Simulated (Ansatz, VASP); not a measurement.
## TiPt5 in VASP and in Ansatz

```
Ti Pt
1.0
     5.82968    0.00000    0.00000
     0.00000    5.82968    0.00000
     0.00000    0.00000    4.64198
Ti Pt
1 5
Direct
  0.00000 0.00000 0.00000
  0.20595 0.50000 0.50000
  0.79405 0.50000 0.50000
  0.50000 0.20595 0.50000
  0.50000 0.79405 0.50000
  0.00000 0.00000 0.50000
```

Alike in both runs: task relaxation of cell and atoms; functional PBE; k mesh 6 × 6 × 8; occupations gaussian, width 0.1 eV; no spin polarisation.

|  | VASP | Ansatz |
| --- | --- | --- |
| version | VASP 6.6.1 | Ansatz 0.2.0 |
| potentials or method | VASP PAW PBE potentials, release 64 (Ti_sv, Pt), cutoff 600 eV | scalar-relativistic, plane waves, PAW |
| valence electrons in the cell | 62 | 102 |

VASP gave:

| Property | Result |
| --- | --- |
| gap on the k mesh at the Fermi level, each at its own relaxed structure (eV) | none |
| relaxed volume (Å³/atom) | 26.23 |
| relaxed length of the cell vector where the two differ most in proportion (Å) | 4.641 |

Estimate Ansatz's values.

gap on the k mesh at the Fermi level, each at its own relaxed structure (eV): none; relaxed volume (Å³/atom): 26.26; relaxed length of the cell vector where the two differ most in proportion (Å): 4.635.

A gap of «none» marks a metal or a gap that the smearing closes. VASP's potentials hold 62 valence electrons a cell and Ansatz's 102, so a difference there can come from the potentials and not from the codes.

Spin-orbit coupling is off throughout.
